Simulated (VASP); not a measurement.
# CaO (Fm-3m) in VASP: further runs

Runs on CaO. Level: PBEsol. Tasks: single point.

Everything below comes from runs of VASP 6.6.1. Logs are shortened: lines on timing, memory, paths and dates and some standing lists are left out, and cuts for length are marked.

### 1 The cell of the first run

Symmetry: Fm-3m, No. 225, cubic system. Conventional cell: a = 4.741 Å, b = 4.741 Å, c = 4.741 Å, α = 90.00°, β = 90.00°, γ = 90.00°. Ca (site symmetry m-3m) has 6 O at 2.37 Å within 3.1 Å. O (site symmetry m-3m) has 6 Ca at 2.37 Å within 3.1 Å.

### 2 Single point, PBEsol

Input file INCAR:

```
PREC = Accurate ; ENCUT = 520
EDIFF = 1E-7 ; ISMEAR = 0
SIGMA = 0.01 ; LREAL = False
LASPH = True ; NELM = 100
ALGO = Normal ; ISIF = 2
LWAVE = False ; LCHARG = False
GGA = PS ; NBANDS = 15
```

Input file KPOINTS:

```
regular mesh
0
Gamma
  8 8 8
```

Input file POSCAR:

```
CaO
1.0
    2.3703348678      2.3703348678      0.0000000000
   -2.3703348678      2.3703348678      0.0000000000
    0.0000000000      2.3703348678      2.3703348678
Ca O
1 1
Direct
    0.0000000000      0.0000000000      0.0000000000
    0.5000000000      0.5000000000      0.0000000000
```

Potentials or basis: VASP PAW PBE potentials, release 64 (Ca_sv, O).

The run is started by

```bash
$ cat potpaw_PBE.64/Ca_sv/POTCAR potpaw_PBE.64/O/POTCAR > POTCAR
$ mpirun -np 1 vasp_std > vasp.out
```

OUTCAR:

```text
PREC = Accurate
   ENCUT = 520
   EDIFF = 1E-7
   ISMEAR = 0
   LREAL = False
   LASPH = True
   NELM = 100
   ISIF = 2
   GGA = PS

 ion  position               nearest neighbor table
   1  0.000  0.000  0.000-   2 2.37   2 2.37   2 2.37   2 2.37   2 2.37   2 2.37
   2  0.500  0.500  0.000-   1 2.37   1 2.37   1 2.37   1 2.37   1 2.37   1 2.37

  LATTYP: Found a face centered cubic cell.
 ALAT       =     4.7406697356

  Lattice vectors:

 A1 = (   0.0000000000,   2.3703348678,   2.3703348678)
 A2 = (   2.3703348678,   0.0000000000,   2.3703348678)
 A3 = (   2.3703348678,   2.3703348678,   0.0000000000)

Analysis of symmetry for initial positions (statically):
=====================================================================
 Subroutine PRICEL returns:
 Original cell was already a primitive cell.

 Routine SETGRP: Setting up the symmetry group for a
 face centered cubic supercell.

 Subroutine GETGRP returns: Found 48 space group operations
 (whereof 48 operations were pure point group operations)
 out of a pool of 48 trial point group operations.

The static configuration has the point symmetry O_h .

Analysis of symmetry for dynamics (positions and initial velocities):
=====================================================================
 Subroutine PRICEL returns:
 Original cell was already a primitive cell.

 Routine SETGRP: Setting up the symmetry group for a
 face centered cubic supercell.

 Subroutine GETGRP returns: Found 48 space group operations
 (whereof 48 operations were pure point group operations)
 out of a pool of 48 trial point group operations.

The dynamic configuration has the point symmetry O_h .

 Subroutine INISYM returns: Found 48 space group operations
 (whereof 48 operations are pure point group operations),
 and found     1 'primitive' translations

----------------------------------------------------------------------------------------

                                     Primitive cell

  volume of cell :      26.6354

  direct lattice vectors                    reciprocal lattice vectors
     2.370334868  2.370334868  0.000000000     0.210940659  0.210940659 -0.210940659
    -2.370334868  2.370334868  0.000000000    -0.210940659  0.210940659 -0.210940659
     0.000000000  2.370334868  2.370334868     0.000000000  0.000000000  0.421881319

  length of vectors
     3.352159717  3.352159717  3.352159717     0.365359939  0.365359939  0.421881319

  position of ions in fractional coordinates (direct lattice)
     0.000000000  0.000000000  0.000000000
     0.500000000  0.500000000  0.000000000

  ion indices of the primitive-cell ions
   primitive index   ion index
                 1           1
                 2           2

----------------------------------------------------------------------------------------

 KPOINTS: regular mesh

Automatic generation of k-mesh.
 Grid dimensions read from file:
 generate k-points for:    8    8    8

 Generating k-lattice:

  Cartesian coordinates                     Fractional coordinates (reciprocal lattice)
     0.026367582  0.026367582 -0.026367582     0.125000000  0.000000000  0.000000000
    -0.026367582  0.026367582 -0.026367582     0.000000000  0.125000000  0.000000000
     0.000000000  0.000000000  0.052735165     0.000000000  0.000000000  0.125000000

  Length of vectors
     0.045669992  0.045669992  0.052735165

  Shift w.r.t. Gamma in fractional coordinates (k-lattice)
     0.000000000  0.000000000  0.000000000

 Subroutine IBZKPT returns following result:
 ===========================================

 Found     29 irreducible k-points:

 Following reciprocal coordinates:
            Coordinates               Weight
  0.000000  0.000000  0.000000      1.000000
  0.125000  0.000000  0.000000      8.000000
  0.250000  0.000000  0.000000      8.000000
  0.375000  0.000000  0.000000      8.000000
  0.500000  0.000000  0.000000      4.000000
  0.125000  0.125000  0.000000     12.000000
[... 16 lines left out ...]
  0.375000  0.250000  0.125000     48.000000
  0.500000  0.250000  0.125000     24.000000
 [... further k-points ...]
   k-points           NKPTS =     29   k-points in BZ     NKDIM =     29   number of bands    NBANDS=     15
   number of dos      NEDOS =    301   number of ions     NIONS =      2
   total plane-waves  NPLWV =  21952
   dimension x,y,z NGX =    28 NGY =   28 NGZ =   28
   dimension x,y,z NGXF=    56 NGYF=   56 NGZF=   56
   ions per type =               1   1
   NGX,Y,Z   is equivalent  to a cutoff of  13.89, 13.89, 13.89 a.u.
   NGXF,Y,Z  is equivalent  to a cutoff of  27.77, 27.77, 27.77 a.u.
 SYSTEM =  unknown system
   PREC   = accura    normal or accurate (medium, high low for compatibility)
   ISTART =      0    job   : 0-new  1-cont  2-samecut
   ICHARG =      2    charge: 1-file 2-atom 10-const
   ISPIN  =      1    spin polarized calculation?
   LNONCOLLINEAR =      F non collinear calculations
   LSORBIT =      F    spin-orbit coupling
   LASPH  =      T    aspherical Exc in radial PAW
   ENCUT  =  520.0 eV  38.22 Ry    6.18 a.u.   6.23  6.23  6.23*2*pi/ulx,y,z
   NELM   =    100;   NELMIN=  2; NELMDL= -5     # of ELM steps
   EDIFF  = 0.1E-06   stopping-criterion for ELM
   LREAL  =      F    real-space projection
   EDIFFG = 0.1E-05   stopping-criterion for IOM
   NSW    =      0    number of steps for IOM
   IBRION =     -1    ionic relax: 0-MD 1-quasi-New 2-CG
   NFREE  =      0    steps in history (QN), initial steepest desc. (CG)
   ISIF   =      2    stress and relaxation
   ISYM   =      2    0-nonsym 1-usesym 2-fastsym
   POTIM  = 0.5000    time-step for ionic-motion
   TEBEG  =    0.0;   TEEND  =   0.0 temperature during run
   PSTRESS=    0.0 pullay stress
   NELECT =      16.0000    total number of electrons
   NUPDOWN=      -1.0000    fix difference up-down
   EMIN   =  10.00;   EMAX   =-10.00  energy-range for DOS
   EFERMI =   0.00;   METHOD = LEGACY
   ISMEAR =     0;   SIGMA  =   0.01  broadening in eV -4-tet -1-fermi 0-gaus
   EFERMI_NEDOS =   21; number of points for ismear=-14 and -15
   IALGO  =     38    algorithm
   IMIX   =      4    mixing-type and parameters
     AMIX     =   0.40;   BMIX     =  1.00
     AMIX_MAG =   1.60;   BMIX_MAG =  1.00
  volume/ion in A,a.u.               =      13.32        89.87
  Fermi-wavevector in a.u.,A,eV,Ry     =   1.381323  2.610321 25.960626  1.908052
  Thomas-Fermi vector in A             =   2.506118
   LORBIT       =      0    0 simple, 1 ext, 2 COOP (PROOUT), +10 PAW based schemes
   GGA     = PS    functional components
   LHFCALC =     F    Hartree Fock is set to
   AEXX    =    0.0000 exact exchange contribution
   IVDW    =     0    specifies the selected vdW correction
   LEPSILON=     F    determine dielectric tensor
   LRPA    =     F    only Hartree local field effects (RPA)
 non-spin polarized calculation
 Gauss-broadening in eV      SIGMA  =   0.01
  energy-cutoff  :      520.00
  volume of cell :       26.64
 maximum number of plane-waves:       730
 NGX is ok and might be reduce to    28
   NGX = 13   NGY = 13   NGZ = 13

 number of electron      15.9999998 magnetization

 Free energy of the ion-electron system (eV)
  ---------------------------------------------------
  ext. energy  EPLUGINS =         0.00000000
  ---------------------------------------------------
  free energy    TOTEN  =       -13.40559933 eV

  energy without entropy =      -13.40559933  energy(sigma->0) =      -13.40559933

 E-fermi :   2.6005     XC(G=0): -10.9431

 val. band max:        2.4338951396   @ k =   0.0000   0.0000   0.0000
 cond. band min:       5.9456242863   @ k =   0.5000   0.5000   0.0000
 fundamental gap:      3.5117291467
 Fermi energy:         2.6004880646

 k-point     1 :       0.0000    0.0000    0.0000
  band No.  band energies     occupation
      1     -34.7887      2.00000
      2     -15.5965      2.00000
      3     -15.5965      2.00000
      4     -15.5965      2.00000
      5     -13.0915      2.00000
      6       2.4339      2.00000
      7       2.4339      2.00000
      8       2.4339      2.00000
      9       7.3371      0.00000
     10       8.7213      0.00000
     11       8.7213      0.00000
     12       8.7213      0.00000
     13      10.3328      0.00000
     14      10.3328      0.00000
     15      17.5161      0.00000

 k-point     2 :       0.1250    0.0000    0.0000
  band No.  band energies     occupation
      1     -34.7701      2.00000
      2     -15.8714      2.00000
      3     -15.6056      2.00000
      4     -15.6056      2.00000
      5     -12.8081      2.00000
      6       1.8703      2.00000
      7       2.2030      2.00000
      8       2.2030      2.00000
      9       8.0363      0.00000
     10       8.6778      0.00000
     11       9.0051      0.00000
     12       9.0051      0.00000
     13      10.7331      0.00000
     14      10.7331      0.00000
     15      18.1787      0.00000

 k-point     3 :       0.2500    0.0000    0.0000
  band No.  band energies     occupation
      1     -34.7248      2.00000
      2     -16.3889      2.00000
      3     -15.6274      2.00000
      4     -15.6274      2.00000
      5     -12.2686      2.00000
      6       0.8125      2.00000
      7       1.7124      2.00000
      8       1.7124      2.00000
      9       8.7496      0.00000
     10       9.5261      0.00000
     11       9.7522      0.00000
     12       9.7522      0.00000
     13      11.6923      0.00000
     14      11.6923      0.00000
     15      18.7044      0.00000
[... 343 lines left out ...]
 k-point    23 :       0.3750    0.2500    0.1250
  band No.  band energies     occupation
      1     -34.6555      2.00000
      2     -16.6115      2.00000
      3     -15.8631      2.00000
      4     -15.7145      2.00000
      5     -12.0650      2.00000
      6       0.3283      2.00000
      7       1.2857      2.00000
      8       1.5501      2.00000
      9       8.3476      0.00000
     10      10.1141      0.00000
     11      11.1418      0.00000
     12      11.2845      0.00000
     13      12.7109      0.00000
     14      13.9004      0.00000
     15      17.6408      0.00000

 k-point    24 :       0.5000    0.2500    0.1250
  band No.  band energies     occupation
      1     -34.6403      2.00000
      2     -16.6835      2.00000
      3     -15.8809      2.00000
      4     -15.7452      2.00000
      5     -12.0043      2.00000
      6       0.2747      2.00000
      7       1.2473      2.00000
      8       1.3030      2.00000
      9       9.2985      0.00000
     10       9.3629      0.00000
     11      11.4617      0.00000
     12      11.6962      0.00000
     13      13.0257      0.00000
     14      14.7041      0.00000
     15      16.7314      0.00000

 [... further k-points ...]
[... 5 lines left out ...]
  --------------------------------------------------------------------------------------
  -------------------------------------------------------------------------------------
  Total        0.4502751      0.4502751      0.4502751      0.0000000      0.0000000      0.0000000
  in kB       27.0850357     27.0850357     27.0850357      0.0000000      0.0000000      0.0000000
  external PRESSURE =      27.0850357 kB  Pullay stress =       0.0000000 kB

 VOLUME and BASIS-vectors are now :
 -----------------------------------------------------------------------------
  energy-cutoff  :      520.00
  volume of cell :       26.64
      direct lattice vectors                 reciprocal lattice vectors
     2.370334868  2.370334868  0.000000000     0.210940659  0.210940659 -0.210940659
    -2.370334868  2.370334868  0.000000000    -0.210940659  0.210940659 -0.210940659
     0.000000000  2.370334868  2.370334868     0.000000000  0.000000000  0.421881319

 POSITION                                       TOTAL-FORCE (eV/Angst)
 -----------------------------------------------------------------------------------
      0.00000      0.00000      0.00000         0.000000      0.000000      0.000000
      0.00000      2.37033      0.00000        -0.000000     -0.000000      0.000000
 -----------------------------------------------------------------------------------
    total drift:                               -0.000000      0.000000     -0.000000

  FREE ENERGIE OF THE ION-ELECTRON SYSTEM (eV)
  ---------------------------------------------------
  free  energy   TOTEN  =       -13.4055993292 eV

  energy  without entropy=      -13.4055993292  energy(sigma->0) =      -13.40559933
```

Wall time 7.6 s (1 thread of Intel Xeon 6975P-C (Granite Rapids), shared host); peak memory 0.16 GiB.

Results:

```yaml
Free_energy: -13.4056 eV
Pressure: 2.7 GPa
Band_gap_on_the_k_mesh: 3.51 eV, indirect (least direct gap 3.88 eV)
```

Caveat: the PAW data sets were made with another functional, which shifts forces and pressure a little. Expect the measured gap to be larger: semilocal functionals such as PBEsol lack the derivative discontinuity.

### 3 Single point, PBEsol

This run uses another cell than the first one, of 13.11 Å³/atom, 0.985 times its volume.

Input file INCAR:

```
SYSTEM = CaO
PREC = Accurate
ENCUT = 520
EDIFF = 1E-7
ISMEAR = 0
SIGMA = 0.01
LREAL = .FALSE.
LASPH = .TRUE.
NELM = 100
ALGO = Normal
ISIF = 2
LWAVE = .FALSE.
LCHARG = .FALSE.
GGA = PS
NBANDS = 15
```

Input file KPOINTS:

```
regular mesh
0
G
  8 8 8
  0 0 0
```

Input file POSCAR:

```
CaO
1.0
    2.3580845819      2.3580845819      0.0000000000
   -2.3580845819      2.3580845819      0.0000000000
    0.0000000000      2.3580845819      2.3580845819
Ca O
1 1
Direct
    0.0000000000      0.0000000000      0.0000000000
    0.5000000000      0.5000000000      0.0000000000
```

Potentials or basis: VASP PAW PBE potentials, release 64 (Ca_sv, O).

The run is started by

```bash
$ cat potpaw_PBE.64/Ca_sv/POTCAR potpaw_PBE.64/O/POTCAR > POTCAR
$ mpirun -np 1 vasp_std > vasp.out
```

Run time: 7.6 s. Hardware: 1 thread of Intel Xeon 6975P-C (Granite Rapids), shared host; peak memory 0.16 GiB.

The run converged. Its results:

| Quantity | Value |
| --- | --- |
| Free energy | -13.3955 eV |
| Pressure | 4.8 GPa |
| Band gap on the k mesh | 3.50 eV, indirect (least direct gap 3.86 eV) |

Levels at points of the mesh, in eV from the valence-band top:
```tsv
k point	band 6	band 7	band 8	band 9	band 10	band 11
(0.00, 0.00, 0.00)	0.00	0.00	0.00	5.04	6.32	6.32
(0.50, 0.00, 0.00)	-2.83	-1.34	-1.34	7.28	8.68	8.68
(0.50, 0.50, 0.00)	-1.29	-0.36	-0.36	3.50	8.47	9.25
```

Caveat: the PAW data sets were made with another functional, which shifts forces and pressure a little. As with any semilocal functional, this PBEsol gap is likely too small.

### 4 Single point, PBEsol

This run uses another cell than the first one, of 13.11 Å³/atom, 0.985 times its volume.

Input file INCAR:

```
PREC = Accurate
ENCUT = 520
EDIFF = 1E-7
ISMEAR = 0
SIGMA = 0.01
LREAL = False
LASPH = True
NELM = 80
ALGO = Normal
ISIF = 2
LWAVE = False
LCHARG = True
GGA = PS
LELF = True
LVHAR = True
NBANDS = 15
```

Input file KPOINTS:

```
Automatic mesh
0
Gamma
  8 8 8
```

POSCAR is that of step 3.

The run is started by

```bash
$ cat potpaw_PBE.64/Ca_sv/POTCAR potpaw_PBE.64/O/POTCAR > POTCAR
$ mpirun -np 1 vasp_std > vasp.out
```

Wall time 7.7 s (1 thread of Intel Xeon 6975P-C (Granite Rapids), shared host); peak memory 0.16 GiB.

It converged, with:

```
Free energy            : -13.3955 eV
Pressure               : 4.8 GPa
Band gap on the k mesh : 3.50 eV, indirect (least direct gap 3.86 eV)
```

Levels at points of the mesh, in eV from the valence-band top:
```tsv
k point	band 5	band 6	band 7	band 8	band 9	band 10	band 11	band 12
(0.00, 0.00, 0.00)	-15.56	0.00	0.00	0.00	5.04	6.32	6.32	6.32
(0.50, 0.00, 0.00)	-14.05	-2.83	-1.34	-1.34	7.28	8.68	8.68	8.77
(0.50, 0.50, 0.00)	-15.32	-1.29	-0.36	-0.36	3.50	8.47	9.25	9.98
```

Caveat: the PAW data sets were made with another functional, which shifts forces and pressure a little.
